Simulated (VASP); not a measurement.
# Na in VASP: further runs

Na is run at these levels: PBE+D3(BJ); tasks: single point.

Program: VASP 6.6.1. These are calculated values, not measurements. Logs are shortened: lines on timing, memory, paths and dates and some standing lists are left out, and cuts for length are marked.

## (1) The cell of the first run

The cell holds a slab with vacuum, 16 atoms: a = 8.156 Å, b = 8.156 Å, c = 22.117 Å, α = 90.00°, β = 90.00°, γ = 90.00°.

## (2) Single point, PBE+D3(BJ)

INCAR reads:

```
ALGO = Normal
DIPOL = 0.5 0.5 0.504
EDIFF = 1E-6
ENCUT = 520
GGA = PE
IDIPOL = 3
ISIF = 2
ISMEAR = 0
IVDW = 12
LASPH = True
LCHARG = True
LDIPOL = True
LELF = True
LREAL = Auto
LVACPOTAV = True
LVHAR = True
LWAVE = False
NBANDS = 70
NELM = 100
PREC = Accurate
SIGMA = 0.1
```

KPOINTS reads:

```
k-points
0
Gamma
  3 3 1
```

POSCAR reads:

```
Na
1.0
    8.1558973540      0.0000000000      0.0000000000
    0.0000000000      8.1558973540      0.0000000000
    0.0000000000      0.0000000000     22.1169230155
Na
16
Direct
    0.2500000000      0.7500000000      0.3617139687
    0.2500000000      0.2500000000      0.3617139687
    0.7500000000      0.7500000000      0.3617139687
    0.7500000000      0.2500000000      0.3617139687
    0.5000000000      0.5000000000      0.4539046562
    0.5000000000      0.0000000000      0.4539046562
    0.0000000000      0.5000000000      0.4539046562
    0.0000000000      0.0000000000      0.4539046562
    0.7500000000      0.2500000000      0.5506358730
    0.7500000000      0.7500000000      0.5506358730
    0.2500000000      0.2500000000      0.5506358730
    0.2500000000      0.7500000000      0.5506358730
    0.0000000000      0.0000000000      0.6507851945
    0.0000000000      0.5000000000      0.6507851945
    0.5000000000      0.0000000000      0.6507851945
    0.5000000000      0.5000000000      0.6507851945
```

Potentials or basis: VASP PAW PBE potentials, release 64 (Na_pv).

Run with:

```
$ cat potpaw_PBE.64/Na_pv/POTCAR > POTCAR
$ mpirun -np 1 vasp_std > vasp.out
```

OUTCAR:

```text
EDIFF = 1E-6
   ENCUT = 520
   GGA = PE
   ISIF = 2
   ISMEAR = 0
   IVDW = 12
   LASPH = True
   LREAL = Auto
   NELM = 100
   PREC = Accurate
 IVDW          = 12

 ion  position               nearest neighbor table
   1  0.250  0.750  0.362-
   2  0.250  0.250  0.362-
   3  0.750  0.750  0.362-
   4  0.750  0.250  0.362-
   5  0.500  0.500  0.454-
   6  0.500  0.000  0.454-
[... 8 lines left out ...]
  15  0.500  0.000  0.651-
  16  0.500  0.500  0.651-

  LATTYP: Found a simple tetragonal cell.
 ALAT       =     8.1558973540
 C/A-ratio  =     2.7117706434

  Lattice vectors:

 A1 = (   8.1558973540,   0.0000000000,   0.0000000000)
 A2 = (   0.0000000000,   8.1558973540,   0.0000000000)
 A3 = (   0.0000000000,   0.0000000000,  22.1169230155)

Analysis of symmetry for initial positions (statically):
=====================================================================
 Subroutine PRICEL returns following result:

  LATTYP: Found a simple tetragonal cell.
 ALAT       =     4.0779486770
 C/A-ratio  =     5.4235412869

  Lattice vectors:

 A1 = (   4.0779486770,   0.0000000000,   0.0000000000)
 A2 = (   0.0000000000,   4.0779486770,   0.0000000000)
 A3 = (   0.0000000000,   0.0000000000,  22.1169230155)

   4 primitive cells build up your supercell.

 Routine SETGRP: Setting up the symmetry group for a
 simple tetragonal supercell.

 Subroutine GETGRP returns: Found  8 space group operations
 (whereof  8 operations were pure point group operations)
 out of a pool of 16 trial point group operations.

The static configuration has the point symmetry C_4v.

Analysis of symmetry for dynamics (positions and initial velocities):
=====================================================================
 Subroutine PRICEL returns following result:

  LATTYP: Found a simple tetragonal cell.
 ALAT       =     4.0779486770
 C/A-ratio  =     5.4235412869

  Lattice vectors:

 A1 = (   4.0779486770,   0.0000000000,   0.0000000000)
 A2 = (   0.0000000000,   4.0779486770,   0.0000000000)
 A3 = (   0.0000000000,   0.0000000000,  22.1169230155)

   4 primitive cells build up your supercell.

 Routine SETGRP: Setting up the symmetry group for a
 simple tetragonal supercell.

 Subroutine GETGRP returns: Found  8 space group operations
 (whereof  8 operations were pure point group operations)
 out of a pool of 16 trial point group operations.

The dynamic configuration has the point symmetry C_4v.

 Subroutine INISYM returns: Found  8 space group operations
 (whereof  8 operations are pure point group operations),
 and found     4 'primitive' translations

----------------------------------------------------------------------------------------

                                     Primitive cell

  volume of cell :     367.7970

  direct lattice vectors                    reciprocal lattice vectors
     4.077948677  0.000000000  0.000000000     0.245221330  0.000000000  0.000000000
     0.000000000  4.077948677  0.000000000     0.000000000  0.245221330  0.000000000
     0.000000000  0.000000000 22.116923016     0.000000000  0.000000000  0.045214246

  length of vectors
     4.077948677  4.077948677 22.116923016     0.245221330  0.245221330  0.045214246

  position of ions in fractional coordinates (direct lattice)
     0.500000000  0.500000000  0.361713969
     1.000000000  1.000000000  0.453904656
     0.500000000  0.500000000  0.550635873
     0.000000000  0.000000000  0.650785195

  ion indices of the primitive-cell ions
   primitive index   ion index
                 1           1
                 2           5
                 3          12
                 4          13

----------------------------------------------------------------------------------------

 KPOINTS: k-points

Automatic generation of k-mesh.
 Grid dimensions read from file:
 generate k-points for:    3    3    1

 Generating k-lattice:

  Cartesian coordinates                     Fractional coordinates (reciprocal lattice)
     0.040870222  0.000000000  0.000000000     0.333333333  0.000000000  0.000000000
     0.000000000  0.040870222  0.000000000     0.000000000  0.333333333  0.000000000
     0.000000000  0.000000000  0.045214246     0.000000000  0.000000000  1.000000000

  Length of vectors
     0.040870222  0.040870222  0.045214246

  Shift w.r.t. Gamma in fractional coordinates (k-lattice)
     0.000000000  0.000000000  0.000000000

 Subroutine IBZKPT returns following result:
 ===========================================

 Found      3 irreducible k-points:

 Following reciprocal coordinates:
            Coordinates               Weight
  0.000000  0.000000  0.000000      1.000000
  0.333333  0.000000  0.000000      4.000000
  0.333333  0.333333  0.000000      4.000000
   k-points           NKPTS =      3   k-points in BZ     NKDIM =      3   number of bands    NBANDS=     70
   number of dos      NEDOS =    301   number of ions     NIONS =     16
   total plane-waves  NPLWV = 688128
   dimension x,y,z NGX =    64 NGY =   64 NGZ =  168
   dimension x,y,z NGXF=   128 NGYF=  128 NGZF=  336
   ions per type =              16
   NGX,Y,Z   is equivalent  to a cutoff of  13.05, 13.05, 12.63 a.u.
   NGXF,Y,Z  is equivalent  to a cutoff of  26.09, 26.09, 25.26 a.u.
 SYSTEM =  unknown system
   PREC   = accura    normal or accurate (medium, high low for compatibility)
   ISTART =      0    job   : 0-new  1-cont  2-samecut
   ICHARG =      2    charge: 1-file 2-atom 10-const
   ISPIN  =      1    spin polarized calculation?
   LNONCOLLINEAR =      F non collinear calculations
   LSORBIT =      F    spin-orbit coupling
   LASPH  =      T    aspherical Exc in radial PAW
   ENCUT  =  520.0 eV  38.22 Ry    6.18 a.u.  15.16 15.16 41.12*2*pi/ulx,y,z
   NELM   =    100;   NELMIN=  2; NELMDL= -5     # of ELM steps
   EDIFF  = 0.1E-05   stopping-criterion for ELM
   LREAL  =      T    real-space projection
   EDIFFG = 0.1E-04   stopping-criterion for IOM
   NSW    =      0    number of steps for IOM
   IBRION =     -1    ionic relax: 0-MD 1-quasi-New 2-CG
   NFREE  =      0    steps in history (QN), initial steepest desc. (CG)
   ISIF   =      2    stress and relaxation
   ISYM   =      2    0-nonsym 1-usesym 2-fastsym
   POTIM  = 0.5000    time-step for ionic-motion
   TEBEG  =    0.0;   TEEND  =   0.0 temperature during run
   PSTRESS=    0.0 pullay stress
   NELECT =     112.0000    total number of electrons
   NUPDOWN=      -1.0000    fix difference up-down
   EMIN   =  10.00;   EMAX   =-10.00  energy-range for DOS
   EFERMI =   0.00;   METHOD = LEGACY
   ISMEAR =     0;   SIGMA  =   0.10  broadening in eV -4-tet -1-fermi 0-gaus
   EFERMI_NEDOS =   21; number of points for ismear=-14 and -15
   IALGO  =     38    algorithm
   IMIX   =      4    mixing-type and parameters
     AMIX     =   0.40;   BMIX     =  1.00
     AMIX_MAG =   1.60;   BMIX_MAG =  1.00
  volume/ion in A,a.u.               =      91.95       620.50
  Fermi-wavevector in a.u.,A,eV,Ry     =   0.693838  1.311164  6.549997  0.481411
  Thomas-Fermi vector in A             =   1.776164
   LORBIT       =      0    0 simple, 1 ext, 2 COOP (PROOUT), +10 PAW based schemes
   GGA     = PE    functional components
   LHFCALC =     F    Hartree Fock is set to
   AEXX    =    0.0000 exact exchange contribution
   IVDW    =    12    specifies the selected vdW correction
   LEPSILON=     F    determine dielectric tensor
   LRPA    =     F    only Hartree local field effects (RPA)
 non-spin polarized calculation
 Gauss-broadening in eV      SIGMA  =   0.10
  energy-cutoff  :      520.00
  volume of cell :     1471.19
 maximum number of plane-waves:     39648
 NGX is ok and might be reduce to    64
   NGX = 31   NGY = 31   NGZ = 83

 dipolmoment           0.000000      0.000000      0.095503 electrons x Angstroem

 number of electron     111.9999930 magnetization

 dipolmoment           0.000000      0.000000     -0.002990 electrons x Angstroem

 Free energy of the ion-electron system (eV)
  ---------------------------------------------------
  ext. energy  EPLUGINS =         0.00000000
  ---------------------------------------------------
  free energy    TOTEN  =       -19.20868991 eV

  energy without entropy =      -19.17733458  energy(sigma->0) =      -19.19301224

 E-fermi :  -1.3516     XC(G=0):  -3.3150

 val. band max:       -1.5152809787   @ k =   0.3333   0.3333   0.0000
 cond. band min:      -1.2683924070   @ k =   0.0000   0.0000   0.0000
 fundamental gap:      0.2468885717
 Fermi energy:        -1.3515534251

 k-point     1 :       0.0000    0.0000    0.0000
  band No.  band energies     occupation
      1     -26.7325      2.00000
      2     -26.7320      2.00000
      3     -26.7320      2.00000
      4     -26.7311      2.00000
      5     -26.7221      2.00000
      6     -26.7221      2.00000
[... 60 lines left out ...]
     67       0.2426      0.00000
     68       0.2795      0.00000

 k-point     2 :       0.3333    0.0000    0.0000
  band No.  band energies     occupation
      1     -26.7324      2.00000
      2     -26.7321      2.00000
      3     -26.7318      2.00000
      4     -26.7313      2.00000
      5     -26.7219      2.00000
      6     -26.7215      2.00000
[... 60 lines left out ...]
     67       0.3652      0.00000
     68       0.4393      0.00000

 k-point     3 :       0.3333    0.3333    0.0000
  band No.  band energies     occupation
      1     -26.7322      2.00000
      2     -26.7319      2.00000
      3     -26.7319      2.00000
      4     -26.7315      2.00000
      5     -26.7201      2.00000
      6     -26.7201      2.00000
[... 60 lines left out ...]
     67       0.6689      0.00000
     68       0.6689      0.00000
 [bands above 68 left out]

------------------------ aborting loop because EDIFF is reached ----------------------------------------

 Edisp (eV)   -1.82370

 E8    (eV) :    -0.9241

  FORCE on cell =-STRESS in cart. coord.  units (eV):
  Direction    XX          YY          ZZ          XY          YZ          ZX
  --------------------------------------------------------------------------------------
  -------------------------------------------------------------------------------------
  Total      -3.55108    -3.55108     0.56440     0.00000     0.00000    -0.00000
  in kB      -3.86726    -3.86726     0.61465     0.00000     0.00000    -0.00000
  external pressure =       -2.37 kB  Pullay stress =        0.00 kB

 VOLUME and BASIS-vectors are now :
 -----------------------------------------------------------------------------
  energy-cutoff  :      520.00
  volume of cell :     1471.19
      direct lattice vectors                 reciprocal lattice vectors
     8.155897354  0.000000000  0.000000000     0.122610665  0.000000000  0.000000000
     0.000000000  8.155897354  0.000000000     0.000000000  0.122610665  0.000000000
     0.000000000  0.000000000 22.116923015     0.000000000  0.000000000  0.045214246

 POSITION                                       TOTAL-FORCE (eV/Angst)
 -----------------------------------------------------------------------------------
      2.03897      6.11692      8.00000         0.000000      0.000000     -0.073751
      2.03897      2.03897      8.00000         0.000000     -0.000000     -0.073751
      6.11692      6.11692      8.00000        -0.000000     -0.000000     -0.073751
      6.11692      2.03897      8.00000         0.000000     -0.000000     -0.073751
      4.07795      4.07795     10.03897        -0.000000      0.000000      0.073133
      4.07795      0.00000     10.03897        -0.000000      0.000000      0.073133
[... 8 lines left out ...]
      4.07795      0.00000     14.39337        -0.000000      0.000000      0.002329
      4.07795      4.07795     14.39337        -0.000000      0.000000      0.002329
 -----------------------------------------------------------------------------------
    total drift:                                0.000000      0.000000      0.004995

  FREE ENERGIE OF THE ION-ELECTRON SYSTEM (eV)
  ---------------------------------------------------
  free  energy   TOTEN  =       -21.0323868460 eV

  energy  without entropy=      -21.0010315134  energy(sigma->0) =      -21.01670918

 vacuum level on the upper side and lower side of the slab         1.326         1.334
```

Run time: 8.5 min. Hardware: 1 thread of Intel Xeon 6975P-C (Granite Rapids), shared host; peak memory 1.2 GiB.

What came out:

```
Free energy                : -21.0324 eV
Largest force              : 0.074 eV/Å
Band gap on the k mesh     : zero (bands 56 and 57 overlap by 0.26 eV)
Dispersion energy per atom : -0.114 eV
```

Forces on the atoms (eV/Å):
```
Na   0.000  0.000 -0.074
Na   0.000  0.000 -0.074
Na   0.000  0.000 -0.074
Na   0.000  0.000 -0.074
Na   0.000  0.000  0.073
Na   0.000  0.000  0.073
Na   0.000  0.000  0.073
Na   0.000  0.000  0.073
Na   0.000  0.000 -0.002
Na   0.000  0.000 -0.002
Na   0.000  0.000 -0.002
Na   0.000  0.000 -0.002
Na   0.000  0.000  0.002
Na   0.000  0.000  0.002
Na   0.000  0.000  0.002
Na   0.000  0.000  0.002
```

## (3) Single point, PBE+D3(BJ)

This run uses another cell than the first one.

INCAR reads:

```
SYSTEM = Na
ALGO = Normal
DIPOL = 0.5 0.5 0.463
EDIFF = 1E-6
ENCUT = 520
GGA = PE
IDIPOL = 3
ISIF = 2
ISMEAR = 0
IVDW = 12
LASPH = .TRUE.
LCHARG = .FALSE.
LDIPOL = .TRUE.
LREAL = Auto
LWAVE = .FALSE.
NBANDS = 70
NELM = 80
PREC = Accurate
SIGMA = 0.1
```

KPOINTS reads:

```
k-points
0
G
  3 3 1
  0 0 0
```

POSCAR reads:

```
Na
1.0
    8.1558973628      0.0000000000      0.0000000000
    0.0000000000      8.1558973628      0.0000000000
    0.0000000000      0.0000000000     24.1169230221
Na
16
Direct
    0.2500000000      0.7500000000      0.3317172756
    0.2500000000      0.2500000000      0.3317172756
    0.7500000000      0.7500000000      0.3317172756
    0.7500000000      0.2500000000      0.3317172756
    0.5000000000      0.5000000000      0.4162626522
    0.5000000000      0.0000000000      0.4162626522
    0.0000000000      0.5000000000      0.4162626522
    0.0000000000      0.0000000000      0.4162626522
    0.7500863908      0.2543023243      0.5034018454
    0.7502599452      0.7519338905      0.5030122037
    0.2507277159      0.2489806381      0.5069699714
    0.2505426891      0.7527056374      0.5082130413
   -0.0033429613     -0.0017402182      0.6011750077
   -0.0111390281      0.5002557589      0.5972410589
    0.5061905641      0.0000138200      0.6011223641
    0.5115180390      0.4997531260      0.5972439938
```

Potentials or basis: VASP PAW PBE potentials, release 64 (Na_pv).

Run with:

```
$ cat potpaw_PBE.64/Na_pv/POTCAR > POTCAR
$ mpirun -np 1 vasp_std > vasp.out
```

Wall time 12 min (1 thread of Intel Xeon 6975P-C (Granite Rapids), shared host); peak memory 1.4 GiB.

It converged, with:

```
Free energy                : -21.0211 eV
Largest force              : 0.079 eV/Å
Band gap on the k mesh     : zero (bands 56 and 57 overlap by 0.27 eV)
Dispersion energy per atom : -0.113 eV
```

Forces on the atoms (eV/Å):
```
Na   0.000  0.002 -0.068
Na   0.000 -0.001 -0.068
Na   0.000 -0.002 -0.070
Na   0.000  0.002 -0.070
Na  -0.020  0.008  0.074
Na  -0.013  0.003  0.073
Na   0.023  0.007  0.076
Na   0.016  0.004  0.074
Na   0.003 -0.051  0.029
Na  -0.001  0.016  0.036
Na  -0.003 -0.002  0.008
Na   0.000 -0.008 -0.017
Na  -0.006  0.012 -0.040
Na   0.034  0.001  0.000
Na   0.003  0.005 -0.038
Na  -0.034  0.005  0.002
```

Levels at points of the mesh, in eV from the Fermi level:
```csv
k point,band 53,band 54,band 55,band 56,band 57,band 58
"(0.00, 0.00, 0.00)",-0.86,-0.85,-0.79,0.06,0.08,0.09
```

The gap in the log of VASP goes by the Fermi energy; the results here count the filled bands.